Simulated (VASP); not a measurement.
# Pb in VASP: a series of runs

Pb is run at these levels: PBEsol, r2SCAN; tasks: single point.

Program: VASP 6.6.1. These are calculated values, not measurements. Logs are shortened: lines on timing, memory, paths and dates and some standing lists are left out, and cuts for length are marked.

## (1) The cell of the first run

The typed cell holds 1 atom: a = 3.478 Å, b = 3.476 Å, c = 3.500 Å, α = 61.23°, β = 60.11°, γ = 60.46°.

## (2) Single point, PBEsol

Contents of INCAR:

```
SYSTEM = Pb
  PREC = Accurate
  ENCUT = 520
  EDIFF = 1E-6
  ISMEAR = 1
  SIGMA = 0.05
  LREAL = .False.
  LASPH = .True.
  NELM = 80
  ALGO = Normal
  ISIF = 2
  LWAVE = .False.
  LCHARG = .False.
  GGA = PS
  NBANDS = 13
```

Contents of KPOINTS:

```
regular mesh
0
Gamma
  7 7 7
  0 0 0
```

Contents of POSCAR:

```
Pb
1.0
   -0.0069630000      2.4696840000      2.4484290000
    2.4475870000     -0.0269830000      2.4684490000
    2.4538240000      2.4959410000     -0.0332200000
Pb
1
Direct
   -0.0123650000      0.0070870000      0.0165600000
```

Potentials or basis: VASP PAW PBE potentials, release 64 (Pb_d).

Started as:

```sh
> cat potpaw_PBE.64/Pb_d/POTCAR > POTCAR
> mpirun -np 1 vasp_std > vasp.out
```

OUTCAR:

```text
SYSTEM = Pb
   PREC = Accurate
   ENCUT = 520
   EDIFF = 1E-6
   ISMEAR = 1
   LREAL = .False.
   LASPH = .True.
   NELM = 80
   ISIF = 2
   GGA = PS

 ion  position               nearest neighbor table
   1  0.988  0.007  0.017-

  LATTYP: Found a triclinic cell.
 ALAT       =     3.4776705007
 B/A-ratio  =     1.0049715110
 C/A-ratio  =     0.9996054584
 COS(alpha) =     0.0085223274
 COS(beta)  =     0.4930046159
 COS(gamma) =     0.4959907325

  Lattice vectors:

 A1 = (  -0.0069630000,   2.4696840000,   2.4484290000)
 A2 = (  -2.4607870000,  -0.0262570000,   2.4816490000)
 A3 = (   2.4475870000,  -0.0269830000,   2.4684490000)

Analysis of symmetry for initial positions (statically):
=====================================================================
 Subroutine PRICEL returns:
 Original cell was already a primitive cell.

 Routine SETGRP: Setting up the symmetry group for a
 triclinic supercell.

 Subroutine GETGRP returns: Found  2 space group operations
 (whereof  1 operations were pure point group operations)
 out of a pool of  2 trial point group operations.

The static configuration has the point symmetry C_1 .
 The point group associated with its full space group is S_2 .

Analysis of symmetry for dynamics (positions and initial velocities):
=====================================================================
 Subroutine PRICEL returns:
 Original cell was already a primitive cell.

 Routine SETGRP: Setting up the symmetry group for a
 triclinic supercell.

 Subroutine GETGRP returns: Found  2 space group operations
 (whereof  1 operations were pure point group operations)
 out of a pool of  2 trial point group operations.

The dynamic configuration has the point symmetry C_1 .
 The point group associated with its full space group is S_2 .

 Subroutine INISYM returns: Found  2 space group operations
 (whereof  1 operations are pure point group operations),
 and found     1 'primitive' translations

----------------------------------------------------------------------------------------

                                     Primitive cell

  volume of cell :      30.3226

  direct lattice vectors                    reciprocal lattice vectors
    -0.006963000  2.469684000  2.448429000    -0.203155837  0.202438270  0.203651757
     2.447587000 -0.026983000  2.468449000     0.204243163 -0.198129080  0.200429894
     2.453824000  2.495941000 -0.033220000     0.203226684  0.198199928 -0.199342567

  length of vectors
     3.477670501  3.476298415  3.500296740     0.351749322  0.348055376  0.346874265

  position of ions in fractional coordinates (direct lattice)
     0.987635000  0.007087000  0.016560000

  ion indices of the primitive-cell ions
   primitive index   ion index
                 1           1

----------------------------------------------------------------------------------------

 KPOINTS: regular mesh

Automatic generation of k-mesh.
 Grid dimensions read from file:
 generate k-points for:    7    7    7

 Generating k-lattice:

  Cartesian coordinates                     Fractional coordinates (reciprocal lattice)
    -0.029022262  0.028919753  0.029093108     0.142857143  0.000000000  0.000000000
     0.029177595 -0.028304154  0.028632842     0.000000000  0.142857143 -0.000000000
     0.029032383  0.028314275 -0.028477510    -0.000000000 -0.000000000  0.142857143

  Length of vectors
     0.050249903  0.049722197  0.049553466

  Shift w.r.t. Gamma in fractional coordinates (k-lattice)
     0.000000000  0.000000000  0.000000000

 Subroutine IBZKPT returns following result:
 ===========================================

 Found    172 irreducible k-points:

 Following reciprocal coordinates:
            Coordinates               Weight
  0.000000  0.000000  0.000000      1.000000
  0.142857 -0.000000  0.000000      2.000000
  0.285714 -0.000000  0.000000      2.000000
  0.428571  0.000000  0.000000      2.000000
  0.000000  0.142857 -0.000000      2.000000
  0.142857  0.142857 -0.000000      2.000000
[... 16 lines left out ...]
 -0.428571  0.428571 -0.000000      2.000000
 -0.285714  0.428571  0.000000      2.000000
 [... further k-points ...]
   k-points           NKPTS =    172   k-points in BZ     NKDIM =    172   number of bands    NBANDS=     13
   number of dos      NEDOS =    301   number of ions     NIONS =      1
   total plane-waves  NPLWV =  21952
   dimension x,y,z NGX =    28 NGY =   28 NGZ =   28
   dimension x,y,z NGXF=    56 NGYF=   56 NGZF=   56
   ions per type =               1
   NGX,Y,Z   is equivalent  to a cutoff of  13.39, 13.39, 13.30 a.u.
   NGXF,Y,Z  is equivalent  to a cutoff of  26.77, 26.78, 26.60 a.u.
 SYSTEM =  Pb
   PREC   = accura    normal or accurate (medium, high low for compatibility)
   ISTART =      0    job   : 0-new  1-cont  2-samecut
   ICHARG =      2    charge: 1-file 2-atom 10-const
   ISPIN  =      1    spin polarized calculation?
   LNONCOLLINEAR =      F non collinear calculations
   LSORBIT =      F    spin-orbit coupling
   LASPH  =      T    aspherical Exc in radial PAW
   ENCUT  =  520.0 eV  38.22 Ry    6.18 a.u.   6.47  6.46  6.51*2*pi/ulx,y,z
   NELM   =     80;   NELMIN=  2; NELMDL= -5     # of ELM steps
   EDIFF  = 0.1E-05   stopping-criterion for ELM
   LREAL  =      F    real-space projection
   EDIFFG = 0.1E-04   stopping-criterion for IOM
   NSW    =      0    number of steps for IOM
   IBRION =     -1    ionic relax: 0-MD 1-quasi-New 2-CG
   NFREE  =      0    steps in history (QN), initial steepest desc. (CG)
   ISIF   =      2    stress and relaxation
   ISYM   =      2    0-nonsym 1-usesym 2-fastsym
   POTIM  = 0.5000    time-step for ionic-motion
   TEBEG  =    0.0;   TEEND  =   0.0 temperature during run
   PSTRESS=    0.0 pullay stress
   NELECT =      14.0000    total number of electrons
   NUPDOWN=      -1.0000    fix difference up-down
   EMIN   =  10.00;   EMAX   =-10.00  energy-range for DOS
   EFERMI =   0.00;   METHOD = LEGACY
   ISMEAR =     1;   SIGMA  =   0.05  broadening in eV -4-tet -1-fermi 0-gaus
   EFERMI_NEDOS =   21; number of points for ismear=-14 and -15
   IALGO  =     38    algorithm
   IMIX   =      4    mixing-type and parameters
     AMIX     =   0.40;   BMIX     =  1.00
     AMIX_MAG =   1.60;   BMIX_MAG =  1.00
  volume/ion in A,a.u.               =      30.32       204.63
  Fermi-wavevector in a.u.,A,eV,Ry     =   1.265306  2.391081 21.782912  1.600999
  Thomas-Fermi vector in A             =   2.398566
   LORBIT       =      0    0 simple, 1 ext, 2 COOP (PROOUT), +10 PAW based schemes
   GGA     = PS    functional components
   LHFCALC =     F    Hartree Fock is set to
   AEXX    =    0.0000 exact exchange contribution
   IVDW    =     0    specifies the selected vdW correction
   LEPSILON=     F    determine dielectric tensor
   LRPA    =     F    only Hartree local field effects (RPA)
 non-spin polarized calculation
 Methfessel and Paxton  Order N= 1 SIGMA  =   0.05
  energy-cutoff  :      520.00
  volume of cell :       30.32
 maximum number of plane-waves:       851
 NGX is ok and might be reduce to    28
   NGX = 13   NGY = 13   NGZ = 13

 number of electron      14.0000001 magnetization

 Free energy of the ion-electron system (eV)
  ---------------------------------------------------
  ext. energy  EPLUGINS =         0.00000000
  ---------------------------------------------------
  free energy    TOTEN  =        -4.00740430 eV

  energy without entropy =       -4.00724789  energy(sigma->0) =       -4.00735216

 E-fermi :   6.9777     XC(G=0): -10.3390

 val. band max:        6.9722375801   @ k =  -0.1429  -0.2857   0.1429
 cond. band min:       7.1816633768   @ k =   0.0000  -0.4286   0.4286
 fundamental gap:      0.2094257967
 Fermi energy:         6.9776786648

 k-point     1 :       0.0000    0.0000    0.0000
  band No.  band energies     occupation
      1      -9.8935      2.00000
      2      -9.8696      2.00000
      3      -9.8647      2.00000
      4      -9.7421      2.00000
      5      -9.7228      2.00000
      6      -4.6653      2.00000
      7      14.2765      0.00000
      8      14.4829      0.00000
      9      14.7675      0.00000
     10      16.8962      0.00000
     11      18.3468      0.00000
     12      19.3270      0.00000
     13      19.6543      0.00000

 k-point     2 :       0.1429   -0.0000    0.0000
  band No.  band energies     occupation
      1      -9.8738      2.00000
      2      -9.8661      2.00000
      3      -9.8369      2.00000
      4      -9.7393      2.00000
      5      -9.7237      2.00000
      6      -4.2668      2.00000
      7      11.2657      0.00000
      8      13.8347      0.00000
      9      14.1583      0.00000
     10      16.3282      0.00000
     11      19.6461      0.00000
     12      19.9579      0.00000
     13      20.1608      0.00000

 k-point     3 :       0.2857   -0.0000    0.0000
  band No.  band energies     occupation
      1      -9.8847      2.00000
      2      -9.8609      2.00000
      3      -9.8237      2.00000
      4      -9.6835      2.00000
      5      -9.6724      2.00000
      6      -3.0850      2.00000
      7       6.9059      2.06082
      8      13.0297      0.00000
      9      13.3608      0.00000
     10      15.9855      0.00000
     11      18.0625      0.00000
     12      18.8857      0.00000
     13      19.3651      0.00000
[... 305 lines left out ...]
 k-point    23 :      -0.4286    0.4286   -0.0000
  band No.  band energies     occupation
      1     -10.0043      2.00000
      2      -9.9203      2.00000
      3      -9.6330      2.00000
      4      -9.5995      2.00000
      5      -9.5753      2.00000
      6       0.4030      2.00000
      7       4.1460      2.00000
      8       7.3814     -0.00000
      9       9.4594      0.00000
     10      13.1377      0.00000
     11      15.6108      0.00000
     12      24.3491      0.00000
     13      25.5944      0.00000

 k-point    24 :      -0.2857    0.4286    0.0000
  band No.  band energies     occupation
      1      -9.9413      2.00000
      2      -9.8157      2.00000
      3      -9.7077      2.00000
      4      -9.6937      2.00000
      5      -9.6075      2.00000
      6      -0.1330      2.00000
      7       4.4135      2.00000
      8       6.8948      2.04083
      9      10.5024      0.00000
     10      13.8700      0.00000
     11      19.5959      0.00000
     12      22.0766      0.00000
     13      22.2842      0.00000

 [... further k-points ...]
[... 5 lines left out ...]
  --------------------------------------------------------------------------------------
  -------------------------------------------------------------------------------------
  Total       -0.0283039     -0.0487212      0.0459498     -0.0179402      0.1047859      0.0112831
  in kB       -1.4955160     -2.5743217      2.4278877     -0.9479184      5.5366569      0.5961766
  external PRESSURE =      -0.5473167 kB  Pullay stress =       0.0000000 kB

 VOLUME and BASIS-vectors are now :
 -----------------------------------------------------------------------------
  energy-cutoff  :      520.00
  volume of cell :       30.32
      direct lattice vectors                 reciprocal lattice vectors
    -0.006963000  2.469684000  2.448429000    -0.203155837  0.202438270  0.203651757
     2.447587000 -0.026983000  2.468449000     0.204243163 -0.198129080  0.200429894
     2.453824000  2.495941000 -0.033220000     0.203226684  0.198199928 -0.199342567

 POSITION                                       TOTAL-FORCE (eV/Angst)
 -----------------------------------------------------------------------------------
      0.05110      2.48029      2.43510         0.000000      0.000000      0.000000
 -----------------------------------------------------------------------------------
    total drift:                               -0.000002      0.000007     -0.000013

  FREE ENERGIE OF THE ION-ELECTRON SYSTEM (eV)
  ---------------------------------------------------
  free  energy   TOTEN  =        -4.0074042953 eV

  energy  without entropy=       -4.0072478889  energy(sigma->0) =       -4.00735216
```

Run time: 28 s. Hardware: 1 thread of Intel Xeon Platinum 8488C (Sapphire Rapids), shared host; peak memory 0.2 GiB.

What came out:

- Free energy: -4.0074 eV
- Pressure: -0.1 GPa
- Band gap on the k mesh: zero (band 7 reaches 14.28 eV, above the bottom of band 8 at 5.63 eV)

Levels at points of the mesh, in eV from the Fermi level:
```csv
k point,band 3,band 4,band 5,band 6,band 7,band 8,band 9,band 10,band 11,band 12
"(0.00, 0.00, 0.00)",-16.84,-16.72,-16.70,-11.64,7.30,7.51,7.79,9.92,11.37,12.35
```

Caveat: the PAW data sets were made with another functional, which shifts forces and pressure a little; spin-orbit coupling is left out, which moves the levels of the heavy elements.

## (3) Single point, r2SCAN, non-collinear spin, zero start, spin-orbit coupling

Contents of POSCAR:

```
Pb
1.0
    0.0000000000      2.4750200000      2.4750200000
    2.4750200000      0.0000000000      2.4750200000
    2.4750200000      2.4750200000      0.0000000000
Pb
1
Direct
    0.0000000000      0.0000000000      0.0000000000
```

Contents of INCAR.step1:

```
SYSTEM = Pb
PREC = Accurate ; ENCUT = 520
ISMEAR = 0 ; SIGMA = 0.05
LREAL = .False. ; LASPH = .True.
NELM = 150 ; MAGMOM = 0 0 0
LSORBIT = .True. ; GGA_COMPAT = .False.
NBANDS = 25 ; GGA = PE
ALGO = Normal ; EDIFF = 1E-4
LWAVE = .True. ; LCHARG = .False.
```

Contents of INCAR.step2:

```
SYSTEM = Pb
PREC = Accurate ; ENCUT = 520
EDIFF = 1E-7 ; ISMEAR = 0
SIGMA = 0.05 ; LREAL = .False.
LASPH = .True. ; NELM = 150
ALGO = Normal ; ISIF = 2
LWAVE = .False. ; LCHARG = .False.
MAGMOM = 0 0 0 ; LORBIT = 11
LSORBIT = .True. ; GGA_COMPAT = .False.
LORBMOM = .True. ; METAGGA = R2SCAN
LMIXTAU = .True. ; NBANDS = 25
ISTART = 1
```

Contents of KPOINTS:

```
regular mesh
0
Gamma
  8 8 8
  0 0 0
```

Potentials or basis: VASP PAW PBE potentials, release 64 (Pb_d).

Started as:

```sh
> cat potpaw_PBE.64/Pb_d/POTCAR > POTCAR
> cp INCAR.step1 INCAR
> mpirun -np 1 vasp_ncl > vasp.out
> cp INCAR.step2 INCAR
> mpirun -np 1 vasp_ncl > vasp.out
```

It took 3.4 min on 1 thread of Intel Xeon Platinum 8488C (Sapphire Rapids), shared host; peak memory 0.29 GiB.

It converged, with:

| Quantity | Value |
| --- | --- |
| Free energy | -56.8222 eV |
| Pressure | 1.4 GPa |
| Net moment | 0.00 μB per cell |
| Valence electrons inside the program's atomic spheres | Pb 11.96 |

Moments on the atoms (μB; x, y, z):
```
Pb  0.00 0.00 0.00
```

Caveat: the PAW data sets were made with another functional, which shifts forces and pressure a little.

(Part 1 of 2 ends here.)
